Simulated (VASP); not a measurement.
Crystal: Sn2Ge3.

```
Sn Ge
1.0
     4.58866    0.00000    0.00000
     0.00000    4.58866    0.00000
     0.00000    0.00000    6.15656
Sn Ge
2 3
Direct
  0.00000 0.50000 0.50000
  0.50000 0.00000 0.50000
  0.50000 0.50000 0.75525
  0.50000 0.50000 0.24475
  0.00000 0.00000 0.00000
```

The cell was generated, and may not be a known phase.

* Program: VASP 6.6.1
* Task: relaxation of cell and atoms
* Functional: PBE
* Potentials or basis: VASP PAW PBE potentials, release 64 (Sn_d, Ge_d)
* Cutoff: 600 eV
* k mesh: 4 × 4 × 4
* Occupations: gaussian, width 0.1 eV
* Spin: no spin polarisation

At the start: pressure 3.0 GPa; volume 25.93 Å³/atom.

Question: Where does the relaxation end?

Answer: Over 16 steps the energy falls by 234.9 meV/atom and the volume is 25.03 Å³/atom (-3.5 %); space group P4/mmm (No. 123, to 0.1 Å) before and after.

The path:
```tsv
step	energy change (eV)	largest force (eV/Å)	pressure (GPa)	volume (Å³)
1	0.0000	2.9195	2.97	129.63
2	-0.6227	1.4320	-2.54	138.84
3	-0.6834	1.0279	-3.88	142.40
4	-1.0440	0.1748	-1.71	131.60
5	-1.0662	0.3778	-0.62	128.54
6	-1.0665	0.2888	-0.79	128.96
7	-1.1144	0.1508	0.18	125.68
8	-1.1182	0.3237	0.72	124.28
9	-1.1435	0.2732	0.16	125.36
10	-1.1637	0.1585	-0.63	126.96
11	-1.1652	0.1279	-0.99	127.63
12	-1.1655	0.1398	-0.85	127.36
13	-1.1701	0.0014	-0.04	125.05
14	-1.1729	0.0506	-0.37	125.88
15	-1.1743	0.0158	0.14	124.81
16	-1.1746	0.0052	0.00	125.13
```

Final structure:
```cif
data_structure
_symmetry_space_group_name_H-M 'P 1'
_symmetry_Int_Tables_number 1
_cell_length_a 4.3107
_cell_length_b 4.3107
_cell_length_c 6.7339
_cell_angle_alpha 90.000
_cell_angle_beta 90.000
_cell_angle_gamma 90.000
_cell_volume 125.13
loop_
_atom_site_label
_atom_site_type_symbol
_atom_site_fract_x
_atom_site_fract_y
_atom_site_fract_z
_atom_site_occupancy
Sn1 Sn 0.00000 0.50000 0.50000 1
Sn2 Sn 0.50000 0.00000 0.50000 1
Ge1 Ge 0.50000 0.50000 0.81582 1
Ge2 Ge 0.50000 0.50000 0.18418 1
Ge3 Ge 0.00000 0.00000 0.00000 1
```
